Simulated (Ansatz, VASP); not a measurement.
## One calculation of TaPSe4, two programs

```
Ta P Se
1.0
     0.00000    4.15581    4.15581
     4.15581    0.00000    4.15581
     4.15581    4.15581    0.00000
Ta P Se
1 1 4
Cartesian
  2.0779 2.0779 2.0779
  4.1558 4.1558 4.1558
  5.2013 7.2661 5.2013
  5.2013 5.2013 7.2661
  7.2661 7.2661 7.2661
  7.2661 5.2013 5.2013
```

Change from the starting cell: species swapped into the TmNi4Au type (F-43m, No. 216).

Alike in both runs: task relaxation of cell and atoms; functional PBE; k mesh 4 × 4 × 4; occupations gaussian, width 0.1 eV; collinear spin.

|  | VASP | Ansatz |
| --- | --- | --- |
| version | VASP 6.6.1 | Ansatz 0.2.0 |
| potentials or method | VASP PAW PBE potentials, release 64 (Ta_pv, P, Se), cutoff 600 eV | scalar-relativistic, plane waves, PAW |
| valence electrons in the cell | 40 | 82 |

|  | VASP | Ansatz | Ansatz less VASP |
| --- | --- | --- | --- |
| gap on the k mesh at the Fermi level, each at its own relaxed structure (eV) | none | none | - |
| net moment per atom (μB) | 0.00 | 0.00 | 0.000 |
| relaxed volume (Å³/atom) | 19.67 | 19.65 | -0.016 |
| relaxed length of the cell vector where the two differ most in proportion (Å) | 5.506 | 5.504 | -0.0015 |

A gap of «none» marks a metal or a gap that the smearing closes. VASP's potentials hold 40 valence electrons a cell and Ansatz's 82, so a difference there can come from the potentials and not from the codes. Ansatz's warnings: seeded moment not kept.

Spin-orbit coupling is off throughout. Noted on VASP's run: the volume moved by over 15 % at a fixed basis, so the end points are rough.
